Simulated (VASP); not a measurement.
Here is a VASP 6.6.1 calculation.

INCAR

```
SYSTEM = Ta6Mo
PREC = Accurate
ENCUT = 520
EDIFF = 1E-7
ISMEAR = 0
SIGMA = 0.2
LREAL = .False.
LASPH = .True.
NELM = 80
ALGO = Fast
ISIF = 2
LWAVE = .False.
LCHARG = .True.
GGA = PE
LELF = .True.
LVHAR = .True.
NBANDS = 49
```

KPOINTS

```
Automatic mesh
0
Gamma
  6 6 6
  0 0 0
```

POSCAR

```
Ta6Mo
1.0
   -2.3355860055      4.0453536270      0.0000000000
   -4.6711720111      0.0000000000      0.0000000000
   -2.3355860055      1.3484512090      6.6183189211
Ta Mo
6 1
Direct
    0.1408345723      0.1408345723      0.5774962830
    0.4302247268      0.4302247268      0.7093258195
    0.8591654277      0.8591654277      0.4225037170
    0.5697752732      0.5697752732      0.2906741805
    0.2872855090      0.2872855090      0.1381434730
    0.7127144910      0.7127144910      0.8618565270
    1.0000000000      1.0000000000      0.0000000000
```

Potentials or basis: VASP PAW PBE potentials, release 64 (Ta_pv, Mo_sv).

Run with:

```console
$ cat potpaw_PBE.64/Ta_pv/POTCAR potpaw_PBE.64/Mo_sv/POTCAR > POTCAR
$ mpirun -np 1 vasp_std > vasp.out
```

Predict the band gap on the k mesh.

zero (band 40 reaches 6.69 eV, above the bottom of band 41 at 5.93 eV).

What does it give for the largest force?

0.029 eV/Å.

Forces on the atoms (eV/Å):
```
Ta   0.000  0.000 -0.024
Ta   0.000  0.000  0.029
Ta   0.000  0.000  0.024
Ta   0.000  0.000 -0.029
Ta   0.000  0.000 -0.002
Ta   0.000  0.000  0.002
Mo   0.000  0.000  0.000
```

Caveat: spin-orbit coupling is left out, which moves the levels of the heavy elements.
